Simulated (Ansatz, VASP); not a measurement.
# GaAs2: VASP beside Ansatz

Contents of INCAR:

```
SYSTEM = GaAs2
ALGO = Normal ; EDIFF = 1E-6
EDIFFG = -0.01 ; ENCUT = 600
GGA = PE ; IBRION = 2
ISIF = 3 ; ISMEAR = 0
LASPH = .True. ; LCHARG = .False.
LREAL = .False. ; LWAVE = .False.
NELM = 100 ; NSW = 100
PREC = Accurate ; SIGMA = 0.1
```

The input KPOINTS:

```
k-points
0
Gamma
  12 12 12
  0 0 0
```

File POSCAR:

```
GaAs2
1.0
    0.0000000000      3.1842309307      3.1842309307
    3.1842309307      0.0000000000      3.1842309307
    3.1842309307      3.1842309307      0.0000000000
Ga As
1 2
Direct
    0.0000000000      0.0000000000      0.0000000000
    0.2500000000      0.2500000000      0.2500000000
    0.7500000000      0.7500000000      0.7500000000
```

Input for Ansatz:

```yaml
crystal:
  lattice:
    - [0.0, 3.1842309307, 3.1842309307]
    - [3.1842309307, 0.0, 3.1842309307]
    - [3.1842309307, 3.1842309307, 0.0]
  atoms:
    - { symbol: Ga, position: [0.0, 0.0, 0.0] }
    - { symbol: As, position: [0.25, 0.25, 0.25] }
    - { symbol: As, position: [0.75, 0.75, 0.75] }
basis:
  ecutwfc: 420
kpoints:
  mp_grid: { grid: [12, 12, 12] }
hamiltonian:
  xc: pbe
scf:
  occupations: { method: gaussian, width: 0.1 }
output:
  forces: true
  stress: true
  eigenvalues: true
relax:
  adjacent_minimum: "off"
  f_tol: 0.01
  max_steps: 80
  cell: { stress_tol: 0.05 }
```

Alike in both runs: task relaxation of cell and atoms; functional PBE; k mesh 12 × 12 × 12; occupations gaussian, width 0.1 eV; no spin polarisation.

|  | VASP | Ansatz |
| --- | --- | --- |
| version | VASP 6.6.1 | Ansatz 0.2.0 |
| potentials or method | VASP PAW PBE potentials, release 64 (Ga_d, As), cutoff 600 eV | scalar-relativistic, plane waves, PAW |
| valence electrons in the cell | 23 | 43 |

|  | VASP | Ansatz | Ansatz less VASP |
| --- | --- | --- | --- |
| gap on the k mesh at the Fermi level, each at its own relaxed structure (eV) | none | none | - |
| relaxed volume (Å³/atom) | 21.52 | 21.48 | -0.042 |
| relaxed cell length with the largest relative difference (Å) | 4.503 | 4.500 | -0.0029 |

A gap of «none» marks a metal or a gap that the smearing closes. VASP's potentials hold 23 valence electrons a cell and Ansatz's 43, so a difference there can come from the potentials and not from the codes.

Noted on VASP's run: the relaxation stopped at its first step, so nothing moved.
